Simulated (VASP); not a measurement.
# InSb (Pmmn) in VASP: a series of runs

The runs below take InSb through electric field gradients, with PBE.

Everything below comes from runs of VASP 6.6.1. Logs are shortened: lines on timing, memory, paths and dates and some standing lists are left out, and cuts for length are marked.

## Step 1: The cell of the first run

The structure is orthorhombic, space group Pmmn (No. 59). The conventional cell has a = 5.303 Å, b = 5.655 Å, c = 3.063 Å, α = 90.00°, β = 90.00°, γ = 90.00°. In (site symmetry mm2) has 8 Sb at 2.70 to 3.81 Å and 6 In at 3.06 to 3.88 Å within 3.9 Å. Sb (site symmetry mm2) has 8 In at 2.70 to 3.81 Å and 6 Sb at 3.06 to 4.01 Å within 4.1 Å.

## Step 2: Electric field gradients, PBE (equal xx and yy strain of -1 %)

INCAR reads:

```
SYSTEM = InSb
PREC = Accurate
ENCUT = 520
EDIFF = 1E-8
ISMEAR = -1
SIGMA = 0.08
LREAL = .FALSE.
LASPH = .TRUE.
NELM = 80
ALGO = Normal
ISIF = 2
LWAVE = .FALSE.
LCHARG = .FALSE.
GGA = PE
LEFG = .TRUE.
NBANDS = 26
```

KPOINTS reads:

```
regular mesh
0
G
  6 6 11
  0 0 0
```

POSCAR reads:

```
InSb
1.0
    5.3034300000      0.0000000000      0.0000000000
    0.0000000000      5.6548800000      0.0000000000
    0.0000000000      0.0000000000      3.0630000000
In Sb
2 2
Direct
    0.0000000000      0.0000000000      0.0000000000
    0.5000000000      0.5000000000      0.0000000000
    0.5000000000      0.0000000000      0.8350000000
    0.0000000000      0.5000000000      0.1650000000
```

Potentials or basis: VASP PAW PBE potentials, release 64 (In_d, Sb).

Started as:

```bash
$ cat potpaw_PBE.64/In_d/POTCAR potpaw_PBE.64/Sb/POTCAR > POTCAR
$ mpirun -np 1 vasp_std > vasp.out
```

OUTCAR:

```text
SYSTEM = InSb
   PREC = Accurate
   ENCUT = 520
   EDIFF = 1E-8
   ISMEAR = -1
   LREAL = .FALSE.
   LASPH = .TRUE.
   NELM = 80
   ISIF = 2
   GGA = PE

 ion  position               nearest neighbor table
   1  0.000  0.000  0.000-   3 2.70   3 2.70   4 2.87   4 2.87   3 3.68   3 3.68   4 3.81   4 3.81
                             2 3.88   2 3.88   2 3.88   2 3.88
   2  0.500  0.500  0.000-   4 2.70   4 2.70   3 2.87   3 2.87   4 3.68   4 3.68   3 3.81   3 3.81
                             1 3.88   1 3.88   1 3.88   1 3.88
   3  0.500  0.000  0.835-   1 2.70   1 2.70   2 2.87   2 2.87   1 3.68   1 3.68   2 3.81   2 3.81

   4  0.000  0.500  0.165-   2 2.70   2 2.70   1 2.87   1 2.87   2 3.68   2 3.68   1 3.81   1 3.81

  LATTYP: Found a simple orthorhombic cell.
 ALAT       =     3.0630000000
 B/A-ratio  =     1.7314495593
 C/A-ratio  =     1.8461900098

  Lattice vectors:

 A1 = (   0.0000000000,   0.0000000000,   3.0630000000)
 A2 = (   5.3034300000,   0.0000000000,   0.0000000000)
 A3 = (   0.0000000000,   5.6548800000,   0.0000000000)

Analysis of symmetry for initial positions (statically):
=====================================================================
 Subroutine PRICEL returns:
 Original cell was already a primitive cell.

 Routine SETGRP: Setting up the symmetry group for a
 simple orthorhombic supercell.

 Subroutine GETGRP returns: Found  8 space group operations
 (whereof  4 operations were pure point group operations)
 out of a pool of  8 trial point group operations.

The static configuration has the point symmetry C_2v.
 The point group associated with its full space group is D_2h.

Analysis of symmetry for dynamics (positions and initial velocities):
=====================================================================
 Subroutine PRICEL returns:
 Original cell was already a primitive cell.

 Routine SETGRP: Setting up the symmetry group for a
 simple orthorhombic supercell.

 Subroutine GETGRP returns: Found  8 space group operations
 (whereof  4 operations were pure point group operations)
 out of a pool of  8 trial point group operations.

The dynamic configuration has the point symmetry C_2v.
 The point group associated with its full space group is D_2h.

 Subroutine INISYM returns: Found  8 space group operations
 (whereof  4 operations are pure point group operations),
 and found     1 'primitive' translations

----------------------------------------------------------------------------------------

                                     Primitive cell

  volume of cell :      91.8602

  direct lattice vectors                    reciprocal lattice vectors
     5.303430000  0.000000000  0.000000000     0.188557217  0.000000000  0.000000000
     0.000000000  5.654880000  0.000000000     0.000000000  0.176838412  0.000000000
     0.000000000  0.000000000  3.063000000     0.000000000  0.000000000  0.326477310

  length of vectors
     5.303430000  5.654880000  3.063000000     0.188557217  0.176838412  0.326477310

  position of ions in fractional coordinates (direct lattice)
     0.000000000  0.000000000  0.000000000
     0.500000000  0.500000000  0.000000000
     0.500000000  0.000000000  0.835000000
     0.000000000  0.500000000  0.165000000

  ion indices of the primitive-cell ions
   primitive index   ion index
                 1           1
                 2           2
                 3           3
                 4           4

----------------------------------------------------------------------------------------

 KPOINTS: regular mesh

Automatic generation of k-mesh.
 Grid dimensions read from file:
 generate k-points for:    6    6   11

 Generating k-lattice:

  Cartesian coordinates                     Fractional coordinates (reciprocal lattice)
     0.031426203  0.000000000  0.000000000     0.166666667  0.000000000  0.000000000
     0.000000000  0.029473069  0.000000000     0.000000000  0.166666667  0.000000000
     0.000000000  0.000000000  0.029679755     0.000000000  0.000000000  0.090909091

  Length of vectors
     0.031426203  0.029473069  0.029679755

  Shift w.r.t. Gamma in fractional coordinates (k-lattice)
     0.000000000  0.000000000  0.000000000

 Subroutine IBZKPT returns following result:
 ===========================================

 Found     96 irreducible k-points:

 Following reciprocal coordinates:
            Coordinates               Weight
  0.000000  0.000000  0.000000      1.000000
  0.166667  0.000000  0.000000      2.000000
  0.333333  0.000000  0.000000      2.000000
  0.500000  0.000000  0.000000      1.000000
  0.000000  0.166667  0.000000      2.000000
  0.166667  0.166667  0.000000      4.000000
[... 16 lines left out ...]
  0.333333  0.166667  0.090909      8.000000
  0.500000  0.166667  0.090909      4.000000
 [... further k-points ...]
   k-points           NKPTS =     96   k-points in BZ     NKDIM =     96   number of bands    NBANDS=     26
   number of dos      NEDOS =    301   number of ions     NIONS =      4
   total plane-waves  NPLWV =  40320
   dimension x,y,z NGX =    40 NGY =   42 NGZ =   24
   dimension x,y,z NGXF=    80 NGYF=   84 NGZF=   48
   ions per type =               2   2
   NGX,Y,Z   is equivalent  to a cutoff of  12.54, 12.35, 13.03 a.u.
   NGXF,Y,Z  is equivalent  to a cutoff of  25.08, 24.69, 26.05 a.u.
 SYSTEM =  InSb
   PREC   = accura    normal or accurate (medium, high low for compatibility)
   ISTART =      0    job   : 0-new  1-cont  2-samecut
   ICHARG =      2    charge: 1-file 2-atom 10-const
   ISPIN  =      1    spin polarized calculation?
   LNONCOLLINEAR =      F non collinear calculations
   LSORBIT =      F    spin-orbit coupling
   LASPH  =      T    aspherical Exc in radial PAW
   ENCUT  =  520.0 eV  38.22 Ry    6.18 a.u.   9.86 10.51  5.70*2*pi/ulx,y,z
   NELM   =     80;   NELMIN=  2; NELMDL= -5     # of ELM steps
   EDIFF  = 0.1E-07   stopping-criterion for ELM
   LREAL  =      F    real-space projection
   EDIFFG = 0.1E-06   stopping-criterion for IOM
   NSW    =      0    number of steps for IOM
   IBRION =     -1    ionic relax: 0-MD 1-quasi-New 2-CG
   NFREE  =      0    steps in history (QN), initial steepest desc. (CG)
   ISIF   =      2    stress and relaxation
   ISYM   =      2    0-nonsym 1-usesym 2-fastsym
   POTIM  = 0.5000    time-step for ionic-motion
   TEBEG  =    0.0;   TEEND  =   0.0 temperature during run
   PSTRESS=    0.0 pullay stress
   NELECT =      36.0000    total number of electrons
   NUPDOWN=      -1.0000    fix difference up-down
   EMIN   =  10.00;   EMAX   =-10.00  energy-range for DOS
   EFERMI =   0.00;   METHOD = LEGACY
   ISMEAR =    -1;   SIGMA  =   0.08  broadening in eV -4-tet -1-fermi 0-gaus
   EFERMI_NEDOS =   21; number of points for ismear=-14 and -15
   IALGO  =     38    algorithm
   IMIX   =      4    mixing-type and parameters
     AMIX     =   0.40;   BMIX     =  1.00
     AMIX_MAG =   1.60;   BMIX_MAG =  1.00
  volume/ion in A,a.u.               =      22.97       154.98
  Fermi-wavevector in a.u.,A,eV,Ry     =   1.198027  2.263943 19.528014  1.435269
  Thomas-Fermi vector in A             =   2.333927
   LORBIT       =      0    0 simple, 1 ext, 2 COOP (PROOUT), +10 PAW based schemes
   GGA     = PE    functional components
   LHFCALC =     F    Hartree Fock is set to
   AEXX    =    0.0000 exact exchange contribution
   IVDW    =     0    specifies the selected vdW correction
   LEPSILON=     F    determine dielectric tensor
   LRPA    =     F    only Hartree local field effects (RPA)
 non-spin polarized calculation
  energy-cutoff  :      520.00
  volume of cell :       91.86
 maximum number of plane-waves:      2504
 NGX is ok and might be reduce to    40
   NGX = 19   NGY = 21   NGZ = 11

 number of electron      36.0000007 magnetization

 Free energy of the ion-electron system (eV)
  ---------------------------------------------------
  ext. energy  EPLUGINS =         0.00000000
  ---------------------------------------------------
  free energy    TOTEN  =       -11.85948344 eV

  energy without entropy =      -11.82648633  energy(sigma->0) =      -11.84298488

 E-fermi :   9.8564     XC(G=0): -10.8092

 val. band max:        9.8540749500   @ k =   0.1667   0.5000   0.0909
 cond. band min:       9.8587405423   @ k =   0.1667   0.3333   0.4545
 fundamental gap:      0.0046655922
 Fermi energy:         9.8564019169

 k-point     1 :       0.0000    0.0000    0.0000
  band No.  band energies     occupation
      1      -5.5614      2.00000
      2      -5.5158      2.00000
      3      -5.3678      2.00000
      4      -5.1785      2.00000
      5      -5.1551      2.00000
      6      -5.0029      2.00000
[... 18 lines left out ...]
     25      18.8646      0.00000
     26      19.3201      0.00000

 k-point     2 :       0.1667    0.0000    0.0000
  band No.  band energies     occupation
      1      -5.5254      2.00000
      2      -5.4984      2.00000
      3      -5.3716      2.00000
      4      -5.1701      2.00000
      5      -5.1665      2.00000
      6      -5.0185      2.00000
[... 18 lines left out ...]
     25      18.8966      0.00000
     26      19.2101      0.00000

 k-point     3 :       0.3333    0.0000    0.0000
  band No.  band energies     occupation
      1      -5.4604      2.00000
      2      -5.4401      2.00000
      3      -5.3756      2.00000
      4      -5.2119      2.00000
      5      -5.1451      2.00000
      6      -5.0580      2.00000
[... 572 lines left out ...]
 k-point    23 :       0.3333    0.1667    0.0909
  band No.  band energies     occupation
      1      -5.4189      2.00000
      2      -5.4107      2.00000
      3      -5.3338      2.00000
      4      -5.2111      2.00000
      5      -5.1359      2.00000
      6      -5.0619      2.00000
[... 18 lines left out ...]
     25      16.8235      0.00000
     26      17.5547      0.00000

 k-point    24 :       0.5000    0.1667    0.0909
  band No.  band energies     occupation
      1      -5.3869      2.00000
      2      -5.3869      2.00000
      3      -5.2823      2.00000
      4      -5.2823      2.00000
      5      -5.1020      2.00000
      6      -5.1020      2.00000
[... 18 lines left out ...]
     25      16.9776      0.00000
     26      16.9776      0.00000

 [... further k-points ...]

------------------------ aborting loop because EDIFF is reached ----------------------------------------

  FORCE on cell =-STRESS in cart. coord.  units (eV):
  Direction    XX          YY          ZZ          XY          YZ          ZX
  --------------------------------------------------------------------------------------
  -------------------------------------------------------------------------------------
  Total       19.7158127      9.9719332      5.8600305      0.0000000      0.0000000      0.0000000
  in kB      343.8729659    173.9252797    102.2076081      0.0000000      0.0000000      0.0000000
  external PRESSURE =     206.6686179 kB  Pullay stress =       0.0000000 kB

 VOLUME and BASIS-vectors are now :
 -----------------------------------------------------------------------------
  energy-cutoff  :      520.00
  volume of cell :       91.86
      direct lattice vectors                 reciprocal lattice vectors
     5.303430000  0.000000000  0.000000000     0.188557217  0.000000000  0.000000000
     0.000000000  5.654880000  0.000000000     0.000000000  0.176838412  0.000000000
     0.000000000  0.000000000  3.063000000     0.000000000  0.000000000  0.326477310

 POSITION                                       TOTAL-FORCE (eV/Angst)
 -----------------------------------------------------------------------------------
      0.00000      0.00000      0.00000         0.000000      0.000000      0.306789
      2.65171      2.82744      0.00000         0.000000      0.000000     -0.306789
      2.65171      0.00000      2.55761         0.000000      0.000000     -0.872511
      0.00000      2.82744      0.50539         0.000000      0.000000      0.872511
 -----------------------------------------------------------------------------------
    total drift:                               -0.000000      0.000000     -0.000000

  FREE ENERGIE OF THE ION-ELECTRON SYSTEM (eV)
  ---------------------------------------------------
  free  energy   TOTEN  =       -11.8594834369 eV

  energy  without entropy=      -11.8264863308  energy(sigma->0) =      -11.84298488

 Electric field gradients (V/A^2)
---------------------------------------------------------------------
 ion       V_xx      V_yy      V_zz      V_xy      V_xz      V_yz
---------------------------------------------------------------------
   1     -87.854    11.523    76.331    -0.000     0.000     0.000
   2     -87.854    11.523    76.331    -0.000     0.000     0.000
   3     -87.600   -70.660   158.259     0.000     0.000    -0.000
   4     -87.600   -70.660   158.259    -0.000     0.000    -0.000
---------------------------------------------------------------------

 Electric field gradients after diagonalization (V/A^2)
 (convention: |V_zz| > |V_xx| > |V_yy|)
----------------------------------------------------------------------
 ion       V_xx      V_yy      V_zz     asymmetry (V_yy - V_xx)/ V_zz
----------------------------------------------------------------------
   1      76.331    11.523   -87.854       0.738
   2      76.331    11.523   -87.854       0.738
   3     -87.600   -70.660   158.259       0.107
   4     -87.600   -70.660   158.259       0.107
----------------------------------------------------------------------

           NMR quadrupolar parameters

 Cq : quadrupolar parameter    Cq=e*Q*V_zz/h
 eta: asymmetry parameters     (V_yy - V_xx)/ V_zz
 Q  : nuclear electric quadrupole moment in mb (millibarn)
----------------------------------------------------------------------
 ion       Cq(MHz)       eta       Q (mb)
----------------------------------------------------------------------
   1      -0.212       0.738       1.000
   2      -0.212       0.738       1.000
   3       0.383       0.107       1.000
   4       0.383       0.107       1.000
----------------------------------------------------------------------
```

It took 1.8 min on 1 thread of Intel Xeon Platinum 8488C (Sapphire Rapids), shared host; peak memory 0.33 GiB.

What came out:

```yaml
Free_energy: -11.8595 eV
Pressure: 20.7 GPa
Largest_force: 0.873 eV/Å
Band_gap_on_the_k_mesh: zero (bands 18 and 19 overlap by 3.55 eV)
Largest_electric_field_gradient_by_atom: In -87.9; Sb +158.3 V/Å²
```

Forces in eV/Å, atoms in the order of the input:
```
In   0.000  0.000  0.307
In   0.000  0.000 -0.307
Sb   0.000  0.000 -0.873
Sb   0.000  0.000  0.873
```

Stress tensor (GPa, compression positive):
```
34.39  0.00  0.00
 0.00 17.39  0.00
 0.00  0.00 10.22
```

Electric field gradients, principal values (V/Å²):
| atom | least | middle | greatest (by size) |
| --- | --- | --- | --- |
| 1 In | 11.523 | 76.331 | -87.854 |
| 2 In | 11.523 | 76.331 | -87.854 |
| 3 Sb | -70.660 | -87.600 | 158.259 |
| 4 Sb | -70.660 | -87.600 | 158.259 |

Caveat: the cell differs from its parent crystal (equal xx and yy strain of -1 %); the cell stands under pressure; without QUAD_EFG the Cq values of the log hold for a quadrupole moment of 1 mb, not for the nuclei; spin-orbit coupling is left out, which moves the levels of the heavy elements.

(Continued in part 2 of 2.)
